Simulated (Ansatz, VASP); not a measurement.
## CdS in VASP and in Ansatz

INCAR

```
SYSTEM = CdS
  ALGO = Normal
  EDIFF = 1E-6
  ENCUT = 520
  GGA = PS
  GGA_COMPAT = .False.
  ISIF = 2
  ISMEAR = -1
  LASPH = .True.
  LCHARG = .True.
  LORBIT = 11
  LORBMOM = .True.
  LREAL = .False.
  LSORBIT = .True.
  LVHAR = .True.
  LWAVE = .False.
  MAGMOM = 0 0 0 0 0 0
  NBANDS = 30
  NELM = 150
  PREC = Accurate
  SIGMA = 0.05
```

The input KPOINTS:

```
k-points
0
Gamma
  6 6 6
  0 0 0
```

File POSCAR:

```
CdS
1.0
    0.0000000000      2.9165000000      2.9165000000
    2.9165000000      0.0000000000      2.9165000000
    2.9165000000      2.9165000000      0.0000000000
Cd S
1 1
Direct
    0.0000000000      0.0000000000      0.0000000000
    0.7500000000      0.7500000000      0.7500000000
```

input.yaml

```yaml
crystal:
  lattice:
    - [0.0, 2.9165, 2.9165]
    - [2.9165, 0.0, 2.9165]
    - [2.9165, 2.9165, 0.0]
  atoms:
    - { symbol: Cd, position: [0.0, 0.0, 0.0] }
    - { symbol: S, position: [0.75, 0.75, 0.75] }
kpoints:
  mp_grid: { grid: [6, 6, 6] }
  band_path:
    path:
      - [0.0, 0.0, 0.0]
      - [0.5, 0.0, 0.5]
      - [0.5, 0.25, 0.75]
      - [0.375, 0.375, 0.75]
      - [0.0, 0.0, 0.0]
      - [0.5, 0.5, 0.5]
      - [0.625, 0.25, 0.625]
      - [0.5, 0.25, 0.75]
    npoints: 8
scf:
  occupations: { method: fermi_dirac, width: 0.05 }
hamiltonian:
  xc: pbesol
  pseudopotentials: { kind: all_electron, lapw: { basis_error: 0.001 } }
magnetization:
  noncollinear: true
  spin_orbit: true
output:
  forces: true
  stress: true
  eigenvalues: true
```

Alike in both runs: functional PBEsol; k mesh 6 × 6 × 6; occupations fermi-dirac, width 0.05 eV; non-collinear spin, spin-orbit coupling.

|  | VASP | Ansatz |
| --- | --- | --- |
| version | VASP 6.6.1 | Ansatz 0.2.0 |
| potentials or method | VASP PAW PBE potentials, release 64 (Cd, S), cutoff 520 eV | all-electron LAPW, relativistic spinors |
| task | single point | band structure |

```csv
,VASP,Ansatz,Ansatz less VASP
pressure (GPa),0.1,-0.3,-0.38
net moment per atom (μB),0.00,0.00,0.000
```

VASP's potentials were made for PBE, not for PBEsol. Ansatz ran all-electron here, and VASP with PAW potentials.
